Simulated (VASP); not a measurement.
# Be7S (P6/mmm) in VASP: a series of runs

Be7S is run at these levels: PBE; tasks: single point, relaxation of cell and atoms.

Everything below comes from runs of VASP 6.6.1. Logs are shortened: lines on timing, memory, paths and dates and some standing lists are left out, and cuts for length are marked.

## Step 1: The cell of the first run

The structure is hexagonal, space group P6/mmm (No. 191). Conventional cell: a = 3.548 Å, b = 3.548 Å, c = 8.150 Å, α = 90.00°, β = 90.00°, γ = 120.00°. Within 2.7 Å of Be (site symmetry 3m) lie 10 Be at 2.05 to 2.34 Å. Within 2.8 Å of Be (site symmetry 6/mmm) lie 14 Be at 2.15 to 2.34 Å. Be (site symmetry 6mm) has 1 S at 1.92 Å and 7 Be at 2.15 to 2.29 Å within 2.5 Å. S (site symmetry 6/mmm) has 2 Be at 1.92 Å within 2.5 Å.

## Step 2: Single point, PBE

Input file INCAR:

```
SYSTEM = Be7S
  ALGO = Normal
  EDIFF = 1E-6
  ENCUT = 520
  GGA = PE
  ISIF = 2
  ISMEAR = 0
  LASPH = .True.
  LCHARG = .False.
  LREAL = .False.
  LWAVE = .False.
  NBANDS = 20
  NELM = 80
  PREC = Accurate
  SIGMA = 0.2
```

Input file KPOINTS:

```
k-points
0
Gamma
  5 5 2
  0 0 0
```

Input file POSCAR:

```
Be7S
1.0
    3.5483759190      0.0000000000      0.0000000000
   -1.7741879595      3.0729836881      0.0000000000
    0.0000000000      0.0000000000      8.1503127465
Be S
7 1
Direct
    0.3333333333      0.6666666667      0.8603526144
    0.6666666667      0.3333333333      0.8603526144
    0.6666666667      0.3333333333      0.1396473856
    0.3333333333      0.6666666667      0.1396473856
    0.0000000000      0.0000000000      0.0000000000
    0.0000000000      0.0000000000      0.2641981960
    0.0000000000      0.0000000000      0.7358018040
    0.0000000000      0.0000000000      0.5000000000
```

Potentials or basis: VASP PAW PBE potentials, release 64 (Be, S).

The run is started by

```
$ cat potpaw_PBE.64/Be/POTCAR potpaw_PBE.64/S/POTCAR > POTCAR
$ mpirun -np 1 vasp_std > vasp.out
```

OUTCAR:

```text
SYSTEM = Be7S
   EDIFF = 1E-6
   ENCUT = 520
   GGA = PE
   ISIF = 2
   ISMEAR = 0
   LASPH = .True.
   LREAL = .False.
   NELM = 80
   PREC = Accurate

 ion  position               nearest neighbor table
   1  0.333  0.667  0.860-   2 2.05   2 2.05   2 2.05   4 2.28   7 2.29   7 2.29   7 2.29   5 2.34
                             5 2.34   5 2.34
   2  0.667  0.333  0.860-   1 2.05   1 2.05   1 2.05   3 2.28   7 2.29   7 2.29   7 2.29   5 2.34
                             5 2.34   5 2.34
   3  0.667  0.333  0.140-   4 2.05   4 2.05   4 2.05   2 2.28   6 2.29   6 2.29   6 2.29   5 2.34
                             5 2.34   5 2.34
   4  0.333  0.667  0.140-   3 2.05   3 2.05   3 2.05   1 2.28   6 2.29   6 2.29   6 2.29   5 2.34
                             5 2.34   5 2.34
   5  0.000  0.000  0.000-   6 2.15   7 2.15   3 2.34   4 2.34   1 2.34   2 2.34   2 2.34   3 2.34
                             1 2.34   4 2.34   2 2.34   3 2.34   1 2.34   4 2.34
   6  0.000  0.000  0.264-   8 1.92   5 2.15   3 2.29   4 2.29   3 2.29   4 2.29   3 2.29   4 2.29

   7  0.000  0.000  0.736-   8 1.92   5 2.15   1 2.29   2 2.29   2 2.29   1 2.29   2 2.29   1 2.29

   8  0.000  0.000  0.500-   6 1.92   7 1.92

  LATTYP: Found a hexagonal cell.
 ALAT       =     3.5483759190
 C/A-ratio  =     2.2969135550

  Lattice vectors:

 A1 = (   3.5483759190,   0.0000000000,   0.0000000000)
 A2 = (  -1.7741879595,   3.0729836881,   0.0000000000)
 A3 = (   0.0000000000,   0.0000000000,   8.1503127465)

Analysis of symmetry for initial positions (statically):
=====================================================================
 Subroutine PRICEL returns:
 Original cell was already a primitive cell.

 Routine SETGRP: Setting up the symmetry group for a
 hexagonal supercell.

 Subroutine GETGRP returns: Found 24 space group operations
 (whereof 24 operations were pure point group operations)
 out of a pool of 24 trial point group operations.

The static configuration has the point symmetry D_6h.

Analysis of symmetry for dynamics (positions and initial velocities):
=====================================================================
 Subroutine PRICEL returns:
 Original cell was already a primitive cell.

 Routine SETGRP: Setting up the symmetry group for a
 hexagonal supercell.

 Subroutine GETGRP returns: Found 24 space group operations
 (whereof 24 operations were pure point group operations)
 out of a pool of 24 trial point group operations.

The dynamic configuration has the point symmetry D_6h.

 Subroutine INISYM returns: Found 24 space group operations
 (whereof 24 operations are pure point group operations),
 and found     1 'primitive' translations

----------------------------------------------------------------------------------------

                                     Primitive cell

  volume of cell :      88.8718

  direct lattice vectors                    reciprocal lattice vectors
     3.548375919  0.000000000  0.000000000     0.281819070  0.162708316  0.000000000
    -1.774187960  3.072983688  0.000000000     0.000000000  0.325416631  0.000000000
     0.000000000  0.000000000  8.150312746     0.000000000  0.000000000  0.122694678

  length of vectors
     3.548375919  3.548375919  8.150312746     0.325416631  0.325416631  0.122694678

  position of ions in fractional coordinates (direct lattice)
     0.333333333  0.666666667  0.860352614
     0.666666667  0.333333333  0.860352614
     0.666666667  0.333333333  0.139647386
     0.333333333  0.666666667  0.139647386
     0.000000000  0.000000000  0.000000000
     0.000000000  0.000000000  0.264198196
     0.000000000  0.000000000  0.735801804
     0.000000000  0.000000000  0.500000000

  ion indices of the primitive-cell ions
   primitive index   ion index
                 1           1
                 2           2
                 3           3
                 4           4
                 5           5
                 6           6
                 7           7
                 8           8

----------------------------------------------------------------------------------------

 KPOINTS: k-points

Automatic generation of k-mesh.
 Grid dimensions read from file:
 generate k-points for:    5    5    2

 Generating k-lattice:

  Cartesian coordinates                     Fractional coordinates (reciprocal lattice)
     0.056363814  0.032541663  0.000000000     0.200000000 -0.000000000  0.000000000
     0.000000000  0.065083326  0.000000000     0.000000000  0.200000000  0.000000000
     0.000000000  0.000000000  0.061347339     0.000000000  0.000000000  0.500000000

  Length of vectors
     0.065083326  0.065083326  0.061347339

  Shift w.r.t. Gamma in fractional coordinates (k-lattice)
     0.000000000  0.000000000  0.000000000

 Subroutine IBZKPT returns following result:
 ===========================================

 Found     10 irreducible k-points:

 Following reciprocal coordinates:
[... 37 lines left out ...]
   POTIM  = 0.5000    time-step for ionic-motion
   TEBEG  =    0.0;   TEEND  =   0.0 temperature during run
   PSTRESS=    0.0 pullay stress
   NELECT =      20.0000    total number of electrons
   NUPDOWN=      -1.0000    fix difference up-down
   EMIN   =  10.00;   EMAX   =-10.00  energy-range for DOS
   EFERMI =   0.00;   METHOD = LEGACY
   ISMEAR =     0;   SIGMA  =   0.20  broadening in eV -4-tet -1-fermi 0-gaus
   EFERMI_NEDOS =   21; number of points for ismear=-14 and -15
   IALGO  =     38    algorithm
   IMIX   =      4    mixing-type and parameters
     AMIX     =   0.40;   BMIX     =  1.00
     AMIX_MAG =   1.60;   BMIX_MAG =  1.00
  volume/ion in A,a.u.               =      11.11        74.97
  Fermi-wavevector in a.u.,A,eV,Ry     =   0.995780  1.881752 13.491238  0.991578
  Thomas-Fermi vector in A             =   2.127824
   LORBIT       =      0    0 simple, 1 ext, 2 COOP (PROOUT), +10 PAW based schemes
   GGA     = PE    functional components
   LHFCALC =     F    Hartree Fock is set to
   AEXX    =    0.0000 exact exchange contribution
   IVDW    =     0    specifies the selected vdW correction
   LEPSILON=     F    determine dielectric tensor
   LRPA    =     F    only Hartree local field effects (RPA)
 non-spin polarized calculation
 Gauss-broadening in eV      SIGMA  =   0.20
  energy-cutoff  :      520.00
  volume of cell :       88.87
 maximum number of plane-waves:      2419
 NGX is ok and might be reduce to    28
   NGX = 13   NGY = 13   NGZ = 31

 number of electron      19.9999999 magnetization

 Free energy of the ion-electron system (eV)
  ---------------------------------------------------
  ext. energy  EPLUGINS =         0.00000000
  ---------------------------------------------------
  free energy    TOTEN  =       -29.00384464 eV

  energy without entropy =      -28.96292173  energy(sigma->0) =      -28.98338318

 E-fermi :   4.0768     XC(G=0):  -9.6419

 val. band max:        4.0555073940   @ k =   0.0000   0.0000   0.5000
 cond. band min:       4.1036414348   @ k =   0.2000  -0.0000   0.0000
 fundamental gap:      0.0481340408
 Fermi energy:         4.0768332035

 k-point     1 :       0.0000    0.0000    0.0000
  band No.  band energies     occupation
      1      -8.5459      2.00000
      2      -5.7316      2.00000
      3      -3.4337      2.00000
      4      -0.1567      2.00000
      5       0.9224      2.00000
      6       3.9384      1.67227
[... 12 lines left out ...]
     19      10.9638      0.00000
     20      12.1025      0.00000

 k-point     2 :       0.2000   -0.0000    0.0000
  band No.  band energies     occupation
      1      -8.3078      2.00000
      2      -5.2738      2.00000
      3      -2.9923      2.00000
      4       0.0449      2.00000
      5       1.0831      2.00000
      6       1.4988      2.00000
[... 12 lines left out ...]
     19      11.2958      0.00000
     20      11.7024      0.00000
[... 143 lines left out ...]
      3      -1.7112      2.00000
      4      -0.6426      2.00000
      5       0.1410      2.00000
      6       0.2607      2.00000
[... 12 lines left out ...]
     19      12.2185      0.00000
     20      12.4719      0.00000

 k-point    10 :       0.4000    0.2000    0.5000
  band No.  band energies     occupation
      1      -7.7136      2.00000
      2      -2.7013      2.00000
      3      -2.4233      2.00000
      4      -0.5547      2.00000
      5      -0.3995      2.00000
      6      -0.1317      2.00000
[... 12 lines left out ...]
     19      12.4928      0.00000
     20      13.1889      0.00000

------------------------ aborting loop because EDIFF is reached ----------------------------------------

  FORCE on cell =-STRESS in cart. coord.  units (eV):
  Direction    XX          YY          ZZ          XY          YZ          ZX
  --------------------------------------------------------------------------------------
  -------------------------------------------------------------------------------------
  Total        0.0989044      0.0989044     -0.0508705     -0.0000000      0.0000000      0.0000000
  in kB        1.7830431      1.7830431     -0.9170908     -0.0000000      0.0000000      0.0000000
  external PRESSURE =       0.8829985 kB  Pullay stress =       0.0000000 kB

 VOLUME and BASIS-vectors are now :
 -----------------------------------------------------------------------------
  energy-cutoff  :      520.00
  volume of cell :       88.87
      direct lattice vectors                 reciprocal lattice vectors
     3.548375919  0.000000000  0.000000000     0.281819070  0.162708316  0.000000000
    -1.774187960  3.072983688  0.000000000     0.000000000  0.325416631  0.000000000
     0.000000000  0.000000000  8.150312746     0.000000000  0.000000000  0.122694678

 POSITION                                       TOTAL-FORCE (eV/Angst)
 -----------------------------------------------------------------------------------
     -0.00000      2.04866      7.01214         0.000000      0.000000      0.003834
      1.77419      1.02433      7.01214         0.000000      0.000000      0.003834
      1.77419      1.02433      1.13817         0.000000      0.000000     -0.003834
     -0.00000      2.04866      1.13817         0.000000     -0.000000     -0.003834
      0.00000      0.00000      0.00000         0.000000      0.000000      0.000000
      0.00000      0.00000      2.15330        -0.000000      0.000000      0.000455
      0.00000      0.00000      5.99701        -0.000000     -0.000000     -0.000455
      0.00000      0.00000      4.07516         0.000000      0.000000      0.000000
 -----------------------------------------------------------------------------------
    total drift:                               -0.000000     -0.000000      0.000000

  FREE ENERGIE OF THE ION-ELECTRON SYSTEM (eV)
  ---------------------------------------------------
  free  energy   TOTEN  =       -29.0038446405 eV

  energy  without entropy=      -28.9629217290  energy(sigma->0) =      -28.98338318
```

Run time: 43 s. Hardware: 1 thread of AMD EPYC 7R13, shared host; peak memory 0.17 GiB.

What came out:

| Item | Value |
| --- | --- |
| Free energy | -29.0038 eV |
| Pressure | 0.1 GPa |
| Largest force | 0.004 eV/Å |
| Band gap on the k mesh | zero (band 10 reaches 5.50 eV, above the bottom of band 11 at 3.49 eV) |

Forces on the atoms (eV/Å):
```
Be   0.000  0.000  0.004
Be   0.000  0.000  0.004
Be   0.000  0.000 -0.004
Be   0.000  0.000 -0.004
Be   0.000  0.000  0.000
Be   0.000  0.000  0.000
Be   0.000  0.000  0.000
S    0.000  0.000  0.000
```

Levels at points of the mesh, in eV from the Fermi level:
```csv
k point,band 6,band 7,band 8,band 9,band 10,band 11,band 12,band 13,band 14,band 15
"(0.00, 0.00, 0.00)",-0.14,-0.14,1.04,1.04,1.43,1.43,3.18,3.24,3.24,3.46
"(0.00, 0.00, 0.50)",-0.02,-0.02,1.04,1.04,1.05,1.05,1.55,3.22,3.22,4.29
```

Caveat: the k points lie up to 0.41 Å⁻¹ apart.

## Step 3: Relaxation of cell and atoms, PBE

This run uses another cell than the first one, of 10.01 Å³/atom, 0.901 times its volume.

Input file INCAR:

```
SYSTEM = Be7S
PREC = Accurate
ENCUT = 600
EDIFF = 1E-6
ISMEAR = 0
SIGMA = 0.2
LREAL = .False.
LASPH = .True.
NELM = 60
ALGO = Normal
ISIF = 3
LWAVE = .False.
LCHARG = .False.
GGA = PE
IBRION = 2
NSW = 36
EDIFFG = -0.08
```

Input file KPOINTS:

```
Automatic mesh
0
Gamma
  5 5 2
  0 0 0
```

Input file POSCAR:

```
Be7S
1.0
    3.3789589600      0.0000000000      0.0000000000
   -1.6894794800      2.9262643000      0.0000000000
    0.0000000000      0.0000000000      8.0959145000
Be S
7 1
Direct
    0.3333333300      0.6666666700      0.7894662000
    0.6666666700      0.3333333300      0.7894662000
    0.6666666700      0.3333333300      0.2105338000
    0.3333333300      0.6666666700      0.2105338000
    0.0000000000      0.0000000000      0.0000000000
    0.0000000000      0.0000000000      0.2624197300
    0.0000000000      0.0000000000      0.7375802700
    0.0000000000      0.0000000000      0.5000000000
```

Potentials or basis: VASP PAW PBE potentials, release 64 (Be, S).

The run is started by

```
$ cat potpaw_PBE.64/Be/POTCAR potpaw_PBE.64/S/POTCAR > POTCAR
$ mpirun -np 1 vasp_std > vasp.out
```

Run time: 6.3 min. Hardware: 1 thread of AMD EPYC 7R13, shared host; peak memory 0.19 GiB.

It converged, with:

```
Free energy                            : -29.0019 eV
Relaxed volume                         : 11.09 Å³/atom
Relaxed cell                           : a = 3.550 Å, b = 3.550 Å, c = 8.127 Å, α = 90.00°, β = 90.00°, γ = 120.00°
Space group after relaxing (to 0.05 Å) : P6/mmm (No. 191)
Energy gained by relaxing              : 336.8 meV/atom
Ionic steps                            : 17
Pressure after relaxing                : 0.3 GPa
Largest force after relaxing           : 0.079 eV/Å
Band gap on the k mesh                 : zero (band 10 reaches 5.54 eV, above the bottom of band 11 at 3.53 eV)
```

Forces in eV/Å, atoms in the order of the input:
```
Be   0.000  0.000  0.059
Be   0.000  0.000  0.059
Be   0.000  0.000 -0.059
Be   0.000  0.000 -0.059
Be   0.000  0.000  0.000
Be   0.000  0.000 -0.079
Be   0.000  0.000  0.079
S    0.000  0.000  0.000
```

Stress tensor (GPa, compression positive):
```
0.18 0.00 0.00
0.00 0.18 0.00
0.00 0.00 0.61
```

Step by step:
```csv
step,energy change (eV),largest force (eV/Å),pressure (GPa),volume (Å³)
1,0.0000,1.1851,16.05,80.05
2,-1.2687,0.9366,0.20,92.01
3,-1.3034,0.8911,-2.20,94.95
4,-1.3038,0.8974,-1.87,94.52
5,-1.4966,0.8781,-1.80,93.75
6,-1.9645,0.8115,-1.12,91.43
7,-1.6205,3.0885,3.85,86.88
8,-2.0931,1.3038,-0.39,90.25
9,-2.1259,1.8843,0.57,89.11
10,-2.2181,1.7741,0.81,88.79
11,-2.3750,1.3754,1.78,87.81
12,-2.5133,1.0031,1.04,88.24
13,-2.6838,0.1700,-0.59,89.44
14,-2.6839,0.1637,-0.56,89.41
15,-2.6876,0.1438,-0.29,89.19
16,-2.6916,0.1012,0.45,88.60
17,-2.6940,0.0792,0.32,88.72
```

Final structure:
```
CELL_PARAMETERS angstrom
3.55043 0.00000 0.00000
-1.77521 3.07476 0.00000
0.00000 0.00000 8.12656
ATOMIC_POSITIONS crystal
Be 0.33333 0.66667 0.85903
Be 0.66667 0.33333 0.85903
Be 0.66667 0.33333 0.14097
Be 0.33333 0.66667 0.14097
Be 0.00000 0.00000 0.00000
Be 0.00000 0.00000 0.26462
Be 0.00000 0.00000 0.73538
S 0.00000 0.00000 0.50000
```

Levels at points of the mesh, in eV from the Fermi level:
```tsv
k point	band 8	band 9	band 10	band 11	band 12	band 13
(0.00, 0.00, 0.00)	1.09	1.09	1.47	1.47	3.24	3.24
(0.00, 0.00, 0.50)	1.07	1.07	1.09	1.09	1.57	3.22
```

Caveat: the k points lie up to 0.41 Å⁻¹ apart in the final cell; the relaxation stopped at a loose force limit of 0.08 eV/Å, so its end isn't a converged minimum.

## Step 4: Single point, PBE

Input file INCAR:

```
PREC = Accurate ; ENCUT = 520
EDIFF = 1E-6 ; ISMEAR = 0
SIGMA = 0.1 ; LREAL = F
LASPH = T ; NELM = 60
ALGO = Normal ; ISIF = 2
LWAVE = F ; LCHARG = T
GGA = PE ; LELF = T
LVHAR = T ; NBANDS = 20
```

Input file KPOINTS:

```
Automatic mesh
0
Gamma
  12 12 4
```

Input file POSCAR:

```
Be7S
1.0
    3.5365090494      0.0000000000      0.0000000000
   -1.7682545247      3.0627066775      0.0000000000
    0.0000000000      0.0000000000      8.2015378074
Be S
7 1
Direct
    0.3333333333      0.6666666667      0.8643915738
    0.6666666667      0.3333333333      0.8643915738
    0.6666666667      0.3333333333      0.1356084262
    0.3333333333      0.6666666667      0.1356084262
    0.0000000000      0.0000000000      0.0000000000
    0.0000000000      0.0000000000      0.2646288749
    0.0000000000      0.0000000000      0.7353711251
    0.0000000000      0.0000000000      0.5000000000
```

The run is started by

```
$ cat potpaw_PBE.64/Be/POTCAR potpaw_PBE.64/S/POTCAR > POTCAR
$ mpirun -np 1 vasp_std > vasp.out
```

It took 2.6 min on 1 thread of AMD EPYC 7R13, shared host; peak memory 0.22 GiB.

Results (log left out):

```yaml
Free_energy: -28.9414 eV
Pressure: 0.1 GPa
Largest_force: 0.009 eV/Å
Band_gap_on_the_k_mesh: zero (band 10 reaches 6.03 eV, above the bottom of band 11 at 3.46 eV)
```

Forces on the atoms (eV/Å):
```
Be   0.000  0.000 -0.001
Be   0.000  0.000 -0.001
Be   0.000  0.000  0.001
Be   0.000  0.000  0.001
Be   0.000  0.000  0.000
Be   0.000  0.000  0.009
Be   0.000  0.000 -0.009
S    0.000  0.000  0.000
```

Levels at points of the mesh, in eV from the Fermi level:
```csv
k point,band 7,band 8,band 9,band 10,band 11,band 12,band 13,band 14
"(0.00, 0.00, 0.00)",-0.03,1.02,1.02,1.44,1.44,3.27,3.37,3.37
"(0.50, 0.00, 0.00)",-3.53,-2.86,-0.42,-0.17,0.02,0.75,2.90,4.38
"(0.00, 0.00, 0.50)",0.09,1.02,1.02,1.09,1.09,1.64,3.36,3.36
"(0.50, 0.00, 0.50)",-2.79,-1.74,-1.57,-1.09,0.71,1.17,3.39,3.64
```

## Step 5: The runs side by side

| task | cell | k mesh | cutoff (eV) | smearing | gap on the mesh (eV) | pressure (GPa) | largest force (eV/Å) |
| --- | --- | --- | --- | --- | --- | --- | --- |
| single point | a = 3.548, b = 3.548, c = 8.150 Å, angles 90.0, 90.0, 120.0°, 8 atoms | 5 × 5 × 2 | 520 | gaussian 0.2 eV | none | 0.1 | - |
| relaxation of cell and atoms | relaxed from a = 3.379, b = 3.379, c = 8.096 Å, angles 90.0, 90.0, 120.0°, 8 atoms | 5 × 5 × 2 | 600 | gaussian 0.2 eV | none | 0.3 | 0.08 |
| single point | a = 3.537, b = 3.537, c = 8.202 Å, angles 90.0, 90.0, 120.0°, 8 atoms | 12 × 12 × 4 | 520 | gaussian 0.1 eV | none | 0.1 | 0.01 |

Alike in all rows: level PBE; potentials or basis VASP PAW PBE potentials, release 64 (Be, S); no spin polarisation.

Caveats: some runs use coarse meshes; the relaxation stopped at a loose force limit of 0.08 eV/Å, so its end isn't a converged minimum (some runs).

Total energies depend on the potentials used, so only differences within one code and one set of settings carry meaning.
